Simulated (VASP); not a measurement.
# GaN (P6_3mc) in VASP: a series of runs

GaN is run at these levels: LDA; tasks: single point, relaxation of cell and atoms.

Everything below comes from runs of VASP 6.6.1. Logs are shortened: lines on timing, memory, paths and dates and some standing lists are left out, and cuts for length are marked.

**1. The cell of the first run**

It takes space group P6_3mc (No. 186, hexagonal). Conventional cell: a = 3.152 Å, b = 3.152 Å, c = 5.138 Å, α = 90.00°, β = 90.00°, γ = 120.00°. Ga (site symmetry 3m) has 4 N at 1.93 Å within 2.6 Å. Within 2.6 Å of N (site symmetry 3m) lie 4 Ga at 1.93 Å.

**2. Single point, LDA**

The input, INCAR:

```
ALGO = Normal ; EDIFF = 1E-6
ENCUT = 600 ; GGA_COMPAT = F
ISIF = 2 ; ISMEAR = 0
LASPH = T ; LCHARG = F
LREAL = F ; LWAVE = F
NBANDS = 26 ; NELM = 120
PREC = Accurate ; SIGMA = 0.01
```

The input, KPOINTS:

```
k-points
0
Gamma
  10 10 6
```

The input, POSCAR:

```
GaN
1.0
    3.1516415785      0.0000000000      0.0000000000
   -1.5758207892      2.7294016706      0.0000000000
    0.0000000000      0.0000000000      5.1383034832
Ga N
2 2
Direct
    0.3333333333      0.6666666667      0.0002024303
    0.6666666667      0.3333333333      0.5002024303
    0.3333333333      0.6666666667      0.3765975697
    0.6666666667      0.3333333333      0.8765975697
```

Potentials or basis: VASP PAW LDA potentials, release 64 (Ga_d, N).

Launch:

```
> cat potpaw_LDA.64/Ga_d/POTCAR potpaw_LDA.64/N/POTCAR > POTCAR
> mpirun -np 1 vasp_std > vasp.out
```

OUTCAR:

```text
EDIFF = 1E-6
   ENCUT = 600
   ISIF = 2
   ISMEAR = 0
   LASPH = T
   LREAL = F
   NELM = 120
   PREC = Accurate

 ion  position               nearest neighbor table
   1  0.333  0.667  0.000-   4 1.93   4 1.93   4 1.93   3 1.93
   2  0.667  0.333  0.500-   3 1.93   3 1.93   3 1.93   4 1.93
   3  0.333  0.667  0.377-   2 1.93   2 1.93   2 1.93   1 1.93
   4  0.667  0.333  0.877-   1 1.93   1 1.93   1 1.93   2 1.93

  LATTYP: Found a hexagonal cell.
 ALAT       =     3.1516415785
 C/A-ratio  =     1.6303578168

  Lattice vectors:

 A1 = (   3.1516415785,   0.0000000000,   0.0000000000)
 A2 = (  -1.5758207892,   2.7294016706,   0.0000000000)
 A3 = (   0.0000000000,   0.0000000000,   5.1383034832)

Analysis of symmetry for initial positions (statically):
=====================================================================
 Subroutine PRICEL returns:
 Original cell was already a primitive cell.

 Routine SETGRP: Setting up the symmetry group for a
 hexagonal supercell.

 Subroutine GETGRP returns: Found 12 space group operations
 (whereof  6 operations were pure point group operations)
 out of a pool of 24 trial point group operations.

The static configuration has the point symmetry C_3v.
 The point group associated with its full space group is C_6v.

Analysis of symmetry for dynamics (positions and initial velocities):
=====================================================================
 Subroutine PRICEL returns:
 Original cell was already a primitive cell.

 Routine SETGRP: Setting up the symmetry group for a
 hexagonal supercell.

 Subroutine GETGRP returns: Found 12 space group operations
 (whereof  6 operations were pure point group operations)
 out of a pool of 24 trial point group operations.

The dynamic configuration has the point symmetry C_3v.
 The point group associated with its full space group is C_6v.

 Subroutine INISYM returns: Found 12 space group operations
 (whereof  6 operations are pure point group operations),
 and found     1 'primitive' translations

----------------------------------------------------------------------------------------

                                     Primitive cell

  volume of cell :      44.2002

  direct lattice vectors                    reciprocal lattice vectors
[... 82 lines left out ...]
   PREC   = accura    normal or accurate (medium, high low for compatibility)
   ISTART =      0    job   : 0-new  1-cont  2-samecut
   ICHARG =      2    charge: 1-file 2-atom 10-const
   ISPIN  =      1    spin polarized calculation?
   LNONCOLLINEAR =      F non collinear calculations
   LSORBIT =      F    spin-orbit coupling
   LASPH  =      T    aspherical Exc in radial PAW
   ENCUT  =  600.0 eV  44.10 Ry    6.64 a.u.   6.29  6.29 10.26*2*pi/ulx,y,z
   NELM   =    120;   NELMIN=  2; NELMDL= -5     # of ELM steps
   EDIFF  = 0.1E-05   stopping-criterion for ELM
   LREAL  =      F    real-space projection
   EDIFFG = 0.1E-04   stopping-criterion for IOM
   NSW    =      0    number of steps for IOM
   IBRION =     -1    ionic relax: 0-MD 1-quasi-New 2-CG
   NFREE  =      0    steps in history (QN), initial steepest desc. (CG)
   ISIF   =      2    stress and relaxation
   ISYM   =      2    0-nonsym 1-usesym 2-fastsym
   POTIM  = 0.5000    time-step for ionic-motion
   TEBEG  =    0.0;   TEEND  =   0.0 temperature during run
   PSTRESS=    0.0 pullay stress
   NELECT =      36.0000    total number of electrons
   NUPDOWN=      -1.0000    fix difference up-down
   EMIN   =  10.00;   EMAX   =-10.00  energy-range for DOS
   EFERMI =   0.00;   METHOD = LEGACY
   ISMEAR =     0;   SIGMA  =   0.01  broadening in eV -4-tet -1-fermi 0-gaus
   EFERMI_NEDOS =   21; number of points for ismear=-14 and -15
   IALGO  =     38    algorithm
   IMIX   =      4    mixing-type and parameters
     AMIX     =   0.40;   BMIX     =  1.00
     AMIX_MAG =   1.60;   BMIX_MAG =  1.00
  volume/ion in A,a.u.               =      11.05        74.57
  Fermi-wavevector in a.u.,A,eV,Ry     =   1.528860  2.889126 31.802424  2.337412
  Thomas-Fermi vector in A             =   2.636560
   LORBIT       =      0    0 simple, 1 ext, 2 COOP (PROOUT), +10 PAW based schemes
   GGA     = CA    functional components
   LHFCALC =     F    Hartree Fock is set to
   AEXX    =    0.0000 exact exchange contribution
   IVDW    =     0    specifies the selected vdW correction
   LEPSILON=     F    determine dielectric tensor
   LRPA    =     F    only Hartree local field effects (RPA)
 non-spin polarized calculation
 Gauss-broadening in eV      SIGMA  =   0.01
  energy-cutoff  :      600.00
  volume of cell :       44.20
 maximum number of plane-waves:      1496
 NGX is ok and might be reduce to    28
   NGX = 13   NGY = 13   NGZ = 21

 number of electron      35.9999987 magnetization

 Free energy of the ion-electron system (eV)
  ---------------------------------------------------
  ext. energy  EPLUGINS =         0.00000000
  ---------------------------------------------------
  free energy    TOTEN  =       -27.91038768 eV

  energy without entropy =      -27.91038768  energy(sigma->0) =      -27.91038768

 E-fermi :   5.5729     XC(G=0): -12.2993

 val. band max:        5.4421937331   @ k =   0.0000   0.0000   0.0000
 cond. band min:       7.5880278570   @ k =   0.0000   0.0000   0.0000
 fundamental gap:      2.1458341239
 Fermi energy:         5.5728765766

 k-point     1 :       0.0000    0.0000    0.0000
  band No.  band energies     occupation
      1     -10.7021      2.00000
      2      -9.7205      2.00000
      3      -8.1460      2.00000
      4      -8.1286      2.00000
      5      -8.1286      2.00000
      6      -8.0615      2.00000
[... 685 lines left out ...]
     25      17.4534      0.00000
     26      18.9301      0.00000

 [... further k-points ...]
[... 5 lines left out ...]
  --------------------------------------------------------------------------------------
  -------------------------------------------------------------------------------------
  Total        0.2806264      0.2806264      0.2752165      0.0000000      0.0000000     -0.0000000
  in kB       10.1722039     10.1722039      9.9761056      0.0000000      0.0000000     -0.0000000
  external PRESSURE =      10.1068378 kB  Pullay stress =       0.0000000 kB

 VOLUME and BASIS-vectors are now :
 -----------------------------------------------------------------------------
  energy-cutoff  :      600.00
  volume of cell :       44.20
      direct lattice vectors                 reciprocal lattice vectors
     3.151641579  0.000000000  0.000000000     0.317294964  0.183190333  0.000000000
    -1.575820789  2.729401671  0.000000000     0.000000000  0.366380665  0.000000000
     0.000000000  0.000000000  5.138303483     0.000000000  0.000000000  0.194616765

 POSITION                                       TOTAL-FORCE (eV/Angst)
 -----------------------------------------------------------------------------------
     -0.00000      1.81960      0.00104         0.000000      0.000000      0.001048
      1.57582      0.90980      2.57019        -0.000000      0.000000      0.001048
     -0.00000      1.81960      1.93507        -0.000000      0.000000     -0.001048
      1.57582      0.90980      4.50422         0.000000      0.000000     -0.001048
 -----------------------------------------------------------------------------------
    total drift:                               -0.000000     -0.000000      0.000579

  FREE ENERGIE OF THE ION-ELECTRON SYSTEM (eV)
  ---------------------------------------------------
  free  energy   TOTEN  =       -27.9103876786 eV

  energy  without entropy=      -27.9103876786  energy(sigma->0) =      -27.91038768
```

It took 96 s on 1 thread of AMD EPYC 7R13 (Zen 3), shared host; peak memory 0.17 GiB.

What came out:

```
Free energy            : -27.9104 eV
Pressure               : 1.0 GPa
Band gap on the k mesh : 2.15 eV
```

**3. Relaxation of cell and atoms, LDA**

This run uses another cell than the first one, of 11.43 Å³/atom.

The input, INCAR:

```
PREC = Accurate ; ENCUT = 600
EDIFF = 1E-7 ; ISMEAR = 0
SIGMA = 0.01 ; LREAL = False
LASPH = True ; NELM = 120
ALGO = Normal ; ISIF = 3
LWAVE = False ; LCHARG = False
IBRION = 2 ; NSW = 80
EDIFFG = -0.002 ; GGA_COMPAT = False
NELMIN = 4
```

The input, KPOINTS:

```
Automatic mesh
0
Gamma
  10 10 6
```

The input, POSCAR:

```
GaN
1.0
    3.1900000000      0.0000000000      0.0000000000
   -1.5950000000      2.7626210381      0.0000000000
    0.0000000000      0.0000000000      5.1890000000
Ga N
2 2
Direct
    0.3333333333      0.6666666667      0.0000000000
    0.6666666667      0.3333333333      0.5000000000
    0.3333333333      0.6666666667      0.3768000000
    0.6666666667      0.3333333333      0.8768000000
```

Potentials or basis: VASP PAW LDA potentials, release 64 (Ga_d, N).

Launch:

```
> cat potpaw_LDA.64/Ga_d/POTCAR potpaw_LDA.64/N/POTCAR > POTCAR
> mpirun -np 1 vasp_std > vasp.out
```

Run time: 5.8 min. Hardware: 1 thread of AMD EPYC 7R13 (Zen 3), shared host; peak memory 0.17 GiB.

Results (log left out):

* Free energy: -27.9130 eV
* Relaxed volume: 11.10 Å³/atom
* Relaxed cell: a = 3.157 Å, b = 3.157 Å, c = 5.146 Å, α = 90.00°, β = 90.00°, γ = 120.00°
* Space group after relaxing (to 0.1 Å): P6_3mc (No. 186)
* Energy gained by relaxing: 5.8 meV/atom
* Ionic steps: 9
* Pressure after relaxing: 0.0 GPa
* Band gap on the k mesh: 2.11 eV

Step by step:
```csv
step,energy change (eV),largest force (eV/Å),pressure (GPa),volume (Å³)
1,0.0000,0.0031,-5.51,45.73
2,0.0000,0.0386,6.07,43.18
3,-0.0231,0.0152,-0.04,44.43
4,-0.0231,0.0156,0.09,44.40
5,-0.0231,0.0043,-0.14,44.44
6,-0.0231,0.0051,-0.07,44.44
7,-0.0231,0.0042,-0.08,44.44
8,-0.0231,0.0015,0.03,44.42
9,-0.0231,0.0020,0.01,44.42
```

Final structure:
```yaml
crystal:
  lattice:
    - [3.15695, 0.00000, 0.00000]
    - [-1.57848, 2.73400, 0.00000]
    - [0.00000, 0.00000, 5.14627]
  atoms:
    - { symbol: Ga, position: [0.33333, 0.66667, 0.00018] }
    - { symbol: Ga, position: [0.66667, 0.33333, 0.50018] }
    - { symbol: N, position: [0.33333, 0.66667, 0.37662] }
    - { symbol: N, position: [0.66667, 0.33333, 0.87662] }
```

Levels at points of the mesh, in eV from the valence-band top:
| k point | band 14 | band 15 | band 16 | band 17 | band 18 | band 19 | band 20 | band 21 | band 22 |
| --- | --- | --- | --- | --- | --- | --- | --- | --- | --- |
| (0.00, 0.00, 0.00) | -1.08 | -1.08 | -0.05 | 0.00 | 0.00 | 2.11 | 4.35 | 9.19 | 9.87 |
| (0.50, 0.00, 0.00) | -5.44 | -4.38 | -2.87 | -2.33 | -1.04 | 4.99 | 5.64 | 5.98 | 8.68 |
| (0.00, 0.00, 0.50) | -3.91 | -0.55 | -0.55 | -0.55 | -0.55 | 4.38 | 4.38 | 8.44 | 8.44 |
| (0.50, 0.00, 0.50) | -6.83 | -2.03 | -2.03 | -1.98 | -1.98 | 4.37 | 4.37 | 7.78 | 7.78 |
